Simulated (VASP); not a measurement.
# CoSi3 (Fm-3m) in VASP: a series of runs, part 2 of 2

VASP 6.6.1. Earlier steps stand in the parts before.

## (3) Single point, PBE, collinear spin, ferromagnetic start

Contents of INCAR:

```
SYSTEM = CoSi3
PREC     = Accurate       ! precision mode
ENCUT    = 520            ! plane-wave cutoff, eV
EDIFF    = 1E-6           ! SCF threshold, eV
ISMEAR   = 0              ! smearing method
SIGMA    = 0.1            ! smearing width, eV
LREAL    = .FALSE.        ! projectors in reciprocal space
LASPH    = .TRUE.         ! aspherical terms in the spheres
NELM     = 150            ! most SCF steps
ALGO     = Normal         ! electronic algorithm
ISIF     = 2              ! what is computed and relaxed
LWAVE    = .FALSE.        ! write WAVECAR
LCHARG   = .FALSE.        ! write CHGCAR
ISPIN    = 2              ! spin polarisation
MAGMOM   = 0 0 0.02 0.42  ! initial moments
LORBIT   = 11             ! projections on sites
NUPDOWN  = 0.38           ! fixed moment
LMAXMIX  = 4              ! l up to which the mixer works
GGA      = PE             ! functional
NBANDS   = 22             ! bands
```

Contents of KPOINTS:

```
Automatic mesh
0
G
  12 12 12
  0 0 0
```

Contents of POSCAR:

```
CoSi3
1.0
    0.0000000000      2.9483370208      2.9483370208
    2.9483370208      0.0000000000      2.9483370208
    2.9483370208      2.9483370208      0.0000000000
Si Co
3 1
Direct
    0.2500000000      0.2500000000      0.2500000000
    0.7500000000      0.7500000000      0.7500000000
    0.5000000000      0.5000000000      0.5000000000
    0.0000000000      0.0000000000      0.0000000000
```

Potentials or basis: VASP PAW PBE potentials, release 64 (Si, Co).

Started as:

```console
> cat potpaw_PBE.64/Si/POTCAR potpaw_PBE.64/Co/POTCAR > POTCAR
> mpirun -np 1 vasp_std > vasp.out
```

OUTCAR:

```text
SYSTEM = CoSi3
   PREC = Accurate
   ENCUT = 520
   EDIFF = 1E-6
   ISMEAR = 0
   LREAL = .FALSE.
   LASPH = .TRUE.
   NELM = 150
   ISIF = 2
   ISPIN = 2
   LORBIT = 11
   NUPDOWN = 0.38
   GGA = PE

 ion  position               nearest neighbor table
   1  0.250  0.250  0.250-   4 2.55   3 2.55   4 2.55   3 2.55   4 2.55   4 2.55   3 2.55   3 2.55
                             2 2.95   2 2.95   2 2.95   2 2.95   2 2.95   2 2.95
   2  0.750  0.750  0.750-   3 2.55   4 2.55   3 2.55   3 2.55   4 2.55   3 2.55   4 2.55   4 2.55
                             1 2.95   1 2.95   1 2.95   1 2.95   1 2.95   1 2.95
   3  0.500  0.500  0.500-   1 2.55   2 2.55   1 2.55   1 2.55   2 2.55   1 2.55   2 2.55   2 2.55
                             4 2.95   4 2.95   4 2.95   4 2.95   4 2.95   4 2.95
   4  0.000  0.000  0.000-   2 2.55   1 2.55   2 2.55   1 2.55   2 2.55   2 2.55   1 2.55   1 2.55
                             3 2.95   3 2.95   3 2.95   3 2.95   3 2.95   3 2.95

  LATTYP: Found a face centered cubic cell.
 ALAT       =     5.8966740416

  Lattice vectors:

 A1 = (   0.0000000000,   2.9483370208,   2.9483370208)
[... 1414 lines left out ...]
  --------------------------------------------------------------------------------------
  -------------------------------------------------------------------------------------
  Total       -0.0145553     -0.0145553     -0.0145553      0.0000000     -0.0000000      0.0000000
  in kB       -0.4549582     -0.4549582     -0.4549582      0.0000000     -0.0000000      0.0000000
  external PRESSURE =      -0.4549582 kB  Pullay stress =       0.0000000 kB

 VOLUME and BASIS-vectors are now :
 -----------------------------------------------------------------------------
  energy-cutoff  :      520.00
  volume of cell :       51.26
      direct lattice vectors                 reciprocal lattice vectors
     0.000000000  2.948337021  2.948337021    -0.169587125  0.169587125  0.169587125
     2.948337021  0.000000000  2.948337021     0.169587125 -0.169587125  0.169587125
     2.948337021  2.948337021  0.000000000     0.169587125  0.169587125 -0.169587125

 POSITION                                       TOTAL-FORCE (eV/Angst)
 -----------------------------------------------------------------------------------
      1.47417      1.47417      1.47417         0.000000      0.000000      0.000000
      4.42251      4.42251      4.42251        -0.000000     -0.000000     -0.000000
      2.94834      2.94834      2.94834         0.000000     -0.000000      0.000000
      0.00000      0.00000      0.00000         0.000000     -0.000000      0.000000
 -----------------------------------------------------------------------------------
    total drift:                                0.000000     -0.000000      0.000000

  FREE ENERGIE OF THE ION-ELECTRON SYSTEM (eV)
  ---------------------------------------------------
  free  energy   TOTEN  =       -22.2009894512 eV

  energy  without entropy=      -22.1895793315  energy(sigma->0) =      -22.19528439

 total charge

# of ion       s       p       d       tot
------------------------------------------
    1        0.816   0.746   0.000   1.563
    2        0.816   0.746   0.000   1.563
    3        0.847   0.728   0.000   1.576
    4        0.405   0.447   7.429   8.281
--------------------------------------------------
tot          2.885   2.668   7.429  12.982

 magnetization (x)

# of ion       s       p       d       tot
------------------------------------------
    1        0.009  -0.003   0.000   0.006
    2        0.009  -0.003   0.000   0.006
    3       -0.002   0.015   0.000   0.012
    4       -0.001  -0.006   0.381   0.374
--------------------------------------------------
tot          0.014   0.003   0.381   0.398
```

OSZICAR:

```text
N       E                     dE             d eps       ncg     rms          rms(c)
DAV:   1     0.804854135226E+02    0.80485E+02   -0.82229E+03  6352   0.886E+02
DAV:   2    -0.189324692855E+02   -0.99418E+02   -0.91791E+02  6764   0.196E+02
DAV:   3    -0.246023910243E+02   -0.56699E+01   -0.55030E+01  7924   0.478E+01
DAV:   4    -0.247109629905E+02   -0.10857E+00   -0.10834E+00  7576   0.614E+00
DAV:   5    -0.247140947201E+02   -0.31317E-02   -0.31313E-02  8304   0.113E+00    0.188E+01
DAV:   6    -0.457826059830E+02   -0.21069E+02   -0.14901E+02  7278   0.149E+02    0.485E+01
DAV:   7    -0.242116758745E+02    0.21571E+02   -0.24501E+01  8032   0.980E+01    0.128E+01
DAV:   8    -0.221918760282E+02    0.20198E+01   -0.72345E+00  8598   0.349E+01    0.302E+00
DAV:   9    -0.222316997308E+02   -0.39824E-01   -0.85912E-01  7988   0.735E+00    0.213E+00
DAV:  10    -0.222011354530E+02    0.30564E-01   -0.11518E-01  8674   0.373E+00    0.447E-01
DAV:  11    -0.222011751789E+02   -0.39726E-04   -0.38005E-03  7990   0.347E-01    0.301E-01
DAV:  12    -0.222011616654E+02    0.13514E-04   -0.13281E-04  8806   0.772E-02    0.164E-01
DAV:  13    -0.222009959250E+02    0.16574E-03   -0.43532E-04  8646   0.208E-01    0.314E-02
DAV:  14    -0.222009912417E+02    0.46833E-05   -0.20697E-05  8946   0.269E-02    0.146E-02
DAV:  15    -0.222009901441E+02    0.10976E-05   -0.11078E-06  4542   0.104E-02    0.900E-03
DAV:  16    -0.222009894512E+02    0.69283E-06   -0.10460E-06  3944   0.944E-03
   1 F= -.22200989E+02 E0= -.22195284E+02  d E =-.114101E-01  mag=     0.3800
```

stdout:

```text
POSCAR found type information on POSCAR SiCo
 POSCAR found :  2 types and       4 ions
 scaLAPACK will be used
 LDA part: xc-table for (Slater+PW92), standard interpolation
 POSCAR, INCAR and KPOINTS ok, starting setup
 FFT: planning ... GRIDC
 FFT: planning ... GRID_SOFT
 FFT: planning ... GRID
 WAVECAR not read
 entering main loop
```

Run time: 3.6 min. Hardware: 1 thread of Intel Xeon 8259CL, shared host; peak memory 0.28 GiB.

Results:

```yaml
Free_energy: -22.2010 eV
Pressure: 0.0 GPa
Net_moment: 0.38 μB per cell
Site_moments: Si +0.01; Co +0.37 μB
Valence_electrons_inside_the_program's_atomic_spheres: Si 1.56, 1.58 (each value once); Co 8.28
```

Caveat: the total moment is fixed, so each spin has its own Fermi level.

## (4) Single point, PBE, collinear spin, antiferromagnetic start

This run uses another cell than the first one: it holds 8 atoms, not 4.

Contents of INCAR:

```
SYSTEM = CoSi3
PREC = Accurate ; ENCUT = 520
EDIFF = 1E-6 ; ISMEAR = 0
SIGMA = 0.1 ; LREAL = .False.
LASPH = .True. ; NELM = 150
ALGO = Normal ; ISIF = 2
LWAVE = .False. ; LCHARG = .False.
ISPIN = 2 ; MAGMOM = 0 0 0 0 0 0 2 -2
LORBIT = 11 ; LMAXMIX = 4
GGA = PE ; NBANDS = 35
```

Contents of KPOINTS:

```
regular mesh
0
Gamma
  12 12 6
  0 0 0
```

Contents of POSCAR:

```
CoSi3
1.0
    0.0000000000      2.9483366004      2.9483366004
    2.9483366004      0.0000000000      2.9483366004
    5.8966732008      5.8966732008      0.0000000000
Si Co
6 2
Direct
    0.2500000000      0.2500000000      0.1250000000
    0.7500000000      0.7500000000      0.3750000000
    0.5000000000      0.5000000000      0.2500000000
    0.2500000000      0.2500000000      0.6250000000
    0.7500000000      0.7500000000      0.8750000000
    0.5000000000      0.5000000000      0.7500000000
    0.0000000000      1.0000000000      1.0000000000
    0.0000000000      1.0000000000      0.5000000000
```

Started as:

```console
> cat potpaw_PBE.64/Si/POTCAR potpaw_PBE.64/Co/POTCAR > POTCAR
> mpirun -np 1 vasp_std > vasp.out
```

It took 24 min on 1 thread of Oxide Virtual Turin-like, shared host; peak memory 0.59 GiB.

It converged, with:

| Property | Result |
| --- | --- |
| Free energy | -44.4044 eV |
| Pressure | -0.2 GPa |
| Band gap on the k mesh | zero (filled and empty bands overlap) |
| Net moment | 0.00 μB per cell |
| Valence electrons inside the program's atomic spheres | Si 1.56, 1.57 (each value once); Co 8.28 |

Levels at points of the mesh, in eV from the Fermi level:
Spin up:
| k point | band 17 | band 18 | band 19 | band 20 | band 21 | band 22 | band 23 | band 24 | band 25 | band 26 |
| --- | --- | --- | --- | --- | --- | --- | --- | --- | --- | --- |
| (0.00, 0.00, 0.00) | -2.15 | -2.15 | -1.93 | -1.93 | -0.36 | 0.06 | 0.06 | 0.95 | 0.95 | 0.95 |
| (0.50, 0.00, 0.00) | -1.93 | -1.93 | -1.64 | -0.77 | -0.09 | 0.06 | 0.06 | 1.29 | 4.32 | 4.32 |
| (0.00, 0.00, 0.50) | -0.88 | -0.88 | -0.88 | -0.88 | -0.06 | -0.06 | -0.03 | -0.03 | -0.03 | -0.03 |
| (0.50, 0.00, 0.50) | -1.53 | -1.53 | -1.12 | -1.12 | 0.55 | 0.55 | 1.15 | 1.15 | 1.41 | 1.41 |
Spin down:
```csv
k point,band 18,band 19,band 20,band 21,band 22,band 23,band 24,band 25
"(0.00, 0.00, 0.00)",-2.15,-1.93,-1.93,-0.36,0.06,0.06,0.95,0.95
"(0.50, 0.00, 0.00)",-1.93,-1.64,-0.77,-0.09,0.06,0.06,1.29,4.32
"(0.00, 0.00, 0.50)",-0.88,-0.88,-0.88,-0.06,-0.06,-0.03,-0.03,-0.03
"(0.50, 0.00, 0.50)",-1.53,-1.12,-1.12,0.55,0.55,1.15,1.15,1.41
```
